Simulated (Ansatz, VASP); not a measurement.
ZnSnN in VASP and in Ansatz

The input INCAR:

```
SYSTEM = ZnSnN
PREC = Accurate
ENCUT = 520
EDIFF = 1E-7
ISMEAR = 0
SIGMA = 0.1
LREAL = .FALSE.
LASPH = .TRUE.
NELM = 80
ALGO = Normal
ISIF = 2
LWAVE = .FALSE.
LCHARG = .FALSE.
GGA = PE
NBANDS = 22
```

File KPOINTS:

```
regular mesh
0
G
  4 4 4
  0 0 0
```

Contents of POSCAR:

```
ZnSnN
1.0
    3.8052097200      0.0000000000      0.0000000000
    0.0000000000      3.8052097200      0.0000000000
    0.0000000000      0.0000000000      3.9642325900
Zn Sn N
1 1 1
Direct
    0.5000000000      0.5000000000      0.5000000000
    0.0000000000      0.0000000000      0.5000000000
    0.5000000000      0.5000000000      0.0000000000
```

Input for Ansatz:

```yaml
crystal:
  lattice:
    - [3.80520972, 0.0, 0.0]
    - [0.0, 3.80520972, 0.0]
    - [0.0, 0.0, 3.96423259]
  atoms:
    - { symbol: Zn, position: [0.5, 0.5, 0.5] }
    - { symbol: Sn, position: [0.0, 0.0, 0.5] }
    - { symbol: "N", position: [0.5, 0.5, 0.0] }
basis:
  ecutwfc: 420
kpoints:
  mp_grid: { grid: [4, 4, 4] }
hamiltonian:
  xc: pbe
scf:
  occupations: { method: gaussian, width: 0.1 }
  lower_state_search: "off"
output:
  forces: true
  stress: true
  eigenvalues: true
```

Alike in both runs: task single point; functional PBE; k mesh 4 × 4 × 4; occupations gaussian, width 0.1 eV; no spin polarisation.

```csv
,VASP,Ansatz
version,VASP 6.6.1,Ansatz 0.2.0
potentials or method,"VASP PAW PBE potentials, release 64 (Zn, Sn_d, N), cutoff 520 eV","scalar-relativistic, plane waves, PAW"
valence electrons in the cell,31,31
```

|  | VASP | Ansatz | Ansatz less VASP |
| --- | --- | --- | --- |
| gap on the k mesh at the Fermi level (eV) | none | none | - |
| pressure (GPa) | -1.0 | -1.2 | -0.23 |
| traceless stress, the component that is largest in VASP (GPa) | -16.71 | -17.12 | -0.411 |

A gap of «none» marks a metal or a gap that the smearing closes.

The k mesh is coarse, so the values compare programs but aren't converged.
